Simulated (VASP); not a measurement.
# AlN (dlda) (P6_3mc) in VASP: further runs

AlN (dlda) is run at these levels: LDA; tasks: single point, relaxation of cell and atoms.

All numbers are computed with VASP 6.6.1; they aren't measurements. Logs are shortened: lines on timing, memory, paths and dates and some standing lists are left out, and cuts for length are marked.

### Step 1. The cell of the first run

The structure is hexagonal, space group P6_3mc (No. 186). Conventional cell: a = 3.129 Å, b = 3.129 Å, c = 5.017 Å, α = 90.00°, β = 90.00°, γ = 120.00°. Al (site symmetry 3m) has 4 N at 1.90 to 1.91 Å within 2.5 Å. Within 2.5 Å of N (site symmetry 3m) lie 4 Al at 1.90 to 1.91 Å.

### Step 2. Single point, LDA

The input, INCAR:

```
  ALGO = Normal
  EDIFF = 1E-7
  ENCUT = 520
  ISIF = 2
  ISMEAR = 0
  LASPH = True
  LCHARG = False
  LREAL = False
  LWAVE = False
  NBANDS = 16
  NELM = 60
  PREC = Accurate
  SIGMA = 0.1
```

The input, KPOINTS:

```
k-points
0
Gamma
  6 6 4
```

The input, POSCAR:

```
AlN
1.0
    3.1285881400      0.0000000000      0.0000000000
   -1.5642940700      2.7094368000      0.0000000000
    0.0000000000      0.0000000000      5.0169550000
Al N
2 2
Direct
    0.6666666700      0.3333333300      0.4992870000
    0.3333333300      0.6666666700      0.9992870000
    0.6666666700      0.3333333300      0.8807130000
    0.3333333300      0.6666666700      0.3807130000
```

Potentials or basis: VASP PAW LDA potentials, release 64 (Al, N).

On the command line:

```
$ cat potpaw_LDA.64/Al/POTCAR potpaw_LDA.64/N/POTCAR > POTCAR
$ mpirun -np 1 vasp_std > vasp.out
```

OUTCAR:

```text
EDIFF = 1E-7
   ENCUT = 520
   ISIF = 2
   ISMEAR = 0
   LASPH = True
   LREAL = False
   NELM = 60
   PREC = Accurate

 ion  position               nearest neighbor table
   1  0.667  0.333  0.499-   4 1.90   4 1.90   4 1.90   3 1.91   2 3.09   2 3.09   2 3.09   2 3.09
                             2 3.09   2 3.09
   2  0.333  0.667  0.999-   3 1.90   3 1.90   3 1.90   4 1.91   1 3.09   1 3.09   1 3.09   1 3.09
                             1 3.09   1 3.09
   3  0.667  0.333  0.881-   2 1.90   2 1.90   2 1.90   1 1.91
   4  0.333  0.667  0.381-   1 1.90   1 1.90   1 1.90   2 1.91

  LATTYP: Found a hexagonal cell.
 ALAT       =     3.1285881400
 C/A-ratio  =     1.6035843567

  Lattice vectors:

 A1 = (   3.1285881400,   0.0000000000,   0.0000000000)
 A2 = (  -1.5642940700,   2.7094368000,   0.0000000000)
 A3 = (   0.0000000000,   0.0000000000,   5.0169550000)

Analysis of symmetry for initial positions (statically):
=====================================================================
 Subroutine PRICEL returns:
 Original cell was already a primitive cell.

 Routine SETGRP: Setting up the symmetry group for a
 hexagonal supercell.

 Subroutine GETGRP returns: Found 12 space group operations
 (whereof  6 operations were pure point group operations)
 out of a pool of 24 trial point group operations.

The static configuration has the point symmetry C_3v.
 The point group associated with its full space group is C_6v.

Analysis of symmetry for dynamics (positions and initial velocities):
=====================================================================
 Subroutine PRICEL returns:
 Original cell was already a primitive cell.

 Routine SETGRP: Setting up the symmetry group for a
 hexagonal supercell.

 Subroutine GETGRP returns: Found 12 space group operations
 (whereof  6 operations were pure point group operations)
 out of a pool of 24 trial point group operations.

The dynamic configuration has the point symmetry C_3v.
 The point group associated with its full space group is C_6v.

 Subroutine INISYM returns: Found 12 space group operations
 (whereof  6 operations are pure point group operations),
 and found     1 'primitive' translations

----------------------------------------------------------------------------------------

                                     Primitive cell
[... 91 lines left out ...]
   EDIFF  = 0.1E-06   stopping-criterion for ELM
   LREAL  =      F    real-space projection
   EDIFFG = 0.1E-05   stopping-criterion for IOM
   NSW    =      0    number of steps for IOM
   IBRION =     -1    ionic relax: 0-MD 1-quasi-New 2-CG
   NFREE  =      0    steps in history (QN), initial steepest desc. (CG)
   ISIF   =      2    stress and relaxation
   ISYM   =      2    0-nonsym 1-usesym 2-fastsym
   POTIM  = 0.5000    time-step for ionic-motion
   TEBEG  =    0.0;   TEEND  =   0.0 temperature during run
   PSTRESS=    0.0 pullay stress
   NELECT =      16.0000    total number of electrons
   NUPDOWN=      -1.0000    fix difference up-down
   EMIN   =  10.00;   EMAX   =-10.00  energy-range for DOS
   EFERMI =   0.00;   METHOD = LEGACY
   ISMEAR =     0;   SIGMA  =   0.10  broadening in eV -4-tet -1-fermi 0-gaus
   EFERMI_NEDOS =   21; number of points for ismear=-14 and -15
   IALGO  =     38    algorithm
   IMIX   =      4    mixing-type and parameters
     AMIX     =   0.40;   BMIX     =  1.00
     AMIX_MAG =   1.60;   BMIX_MAG =  1.00
  volume/ion in A,a.u.               =      10.63        71.75
  Fermi-wavevector in a.u.,A,eV,Ry     =   1.181841  2.233355 19.003903  1.396747
  Thomas-Fermi vector in A             =   2.318106
   LORBIT       =      0    0 simple, 1 ext, 2 COOP (PROOUT), +10 PAW based schemes
   GGA     = CA    functional components
   LHFCALC =     F    Hartree Fock is set to
   AEXX    =    0.0000 exact exchange contribution
   IVDW    =     0    specifies the selected vdW correction
   LEPSILON=     F    determine dielectric tensor
   LRPA    =     F    only Hartree local field effects (RPA)
 non-spin polarized calculation
 Gauss-broadening in eV      SIGMA  =   0.10
  energy-cutoff  :      520.00
  volume of cell :       42.53
 maximum number of plane-waves:      1170
 NGX is ok and might be reduce to    24
   NGX = 11   NGY = 11   NGZ = 19

 number of electron      16.0000002 magnetization

 Free energy of the ion-electron system (eV)
  ---------------------------------------------------
  ext. energy  EPLUGINS =         0.00000000
  ---------------------------------------------------
  free energy    TOTEN  =       -32.80386705 eV

  energy without entropy =      -32.80386705  energy(sigma->0) =      -32.80386705

 E-fermi :   6.1813     XC(G=0): -11.1671

 val. band max:        5.7094600678   @ k =   0.0000   0.0000   0.0000
 cond. band min:       9.7876509303   @ k =   0.0000   0.0000   0.0000
 fundamental gap:      4.0781908624
 Fermi energy:         6.1812839461

 k-point     1 :       0.0000    0.0000    0.0000
  band No.  band energies     occupation
      1      -9.2027      2.00000
      2      -7.0444      2.00000
      3      -0.2547      2.00000
      4       4.8647      2.00000
      5       4.8648      2.00000
      6       5.5115      2.00000
[... 376 lines left out ...]
      3       0.8846      2.00000
      4       0.8846      2.00000
      5       1.8746      2.00000
      6       1.8746      2.00000
[... 8 lines left out ...]
     15      19.2614      0.00000
     16      19.2614      0.00000

------------------------ aborting loop because EDIFF is reached ----------------------------------------

  FORCE on cell =-STRESS in cart. coord.  units (eV):
  Direction    XX          YY          ZZ          XY          YZ          ZX
  --------------------------------------------------------------------------------------
  -------------------------------------------------------------------------------------
  Total       -1.9605543     -1.9605543     -1.9388717      0.0000000      0.0000000      0.0000000
  in kB      -73.8621298    -73.8621294    -73.0452577      0.0000000      0.0000000      0.0000000
  external PRESSURE =     -73.5898390 kB  Pullay stress =       0.0000000 kB

 VOLUME and BASIS-vectors are now :
 -----------------------------------------------------------------------------
  energy-cutoff  :      520.00
  volume of cell :       42.53
      direct lattice vectors                 reciprocal lattice vectors
     3.128588140  0.000000000  0.000000000     0.319632996  0.184540197  0.000000000
    -1.564294070  2.709436800  0.000000000     0.000000000  0.369080393  0.000000000
     0.000000000  0.000000000  5.016955000     0.000000000  0.000000000  0.199324092

 POSITION                                       TOTAL-FORCE (eV/Angst)
 -----------------------------------------------------------------------------------
      1.56429      0.90315      2.50490        -0.000000      0.000000      0.002229
     -0.00000      1.80629      5.01338        -0.000000      0.000000      0.002229
      1.56429      0.90315      4.41850        -0.000000      0.000000     -0.002229
     -0.00000      1.80629      1.91002         0.000000     -0.000000     -0.002229
 -----------------------------------------------------------------------------------
    total drift:                               -0.000009      0.000005      0.000674

  FREE ENERGIE OF THE ION-ELECTRON SYSTEM (eV)
  ---------------------------------------------------
  free  energy   TOTEN  =       -32.8038670539 eV

  energy  without entropy=      -32.8038670539  energy(sigma->0) =      -32.80386705
```

stdout:

```text
POSCAR found type information on POSCAR AlN
 POSCAR found :  2 types and       4 ions
 scaLAPACK will be used
 LDA part: xc-table for (Slater(with rela. corr.)+CA(PZ))
 , standard interpolation
 POSCAR, INCAR and KPOINTS ok, starting setup
 FFT: planning ... GRIDC
 FFT: planning ... GRID_SOFT
 FFT: planning ... GRID
 WAVECAR not read
 entering main loop
```

Run time: 5.4 s. Hardware: 1 thread of Intel Xeon Platinum 8559C (Emerald Rapids), shared host; peak memory 0.13 GiB.

Results:

| Quantity | Value |
| --- | --- |
| Free energy | -32.8039 eV |
| Pressure | -7.4 GPa |
| Band gap on the k mesh | 4.08 eV, direct |

Forces on the atoms (eV/Å):
```
Al   0.000  0.000  0.002
Al   0.000  0.000  0.002
N    0.000  0.000 -0.002
N    0.000  0.000 -0.002
```

Stress tensor (GPa, compression positive):
```
-7.39  0.00  0.00
 0.00 -7.39  0.00
 0.00  0.00 -7.30
```

As with any semilocal functional, this LDA gap is likely too small.

[end of part 1 of 2]
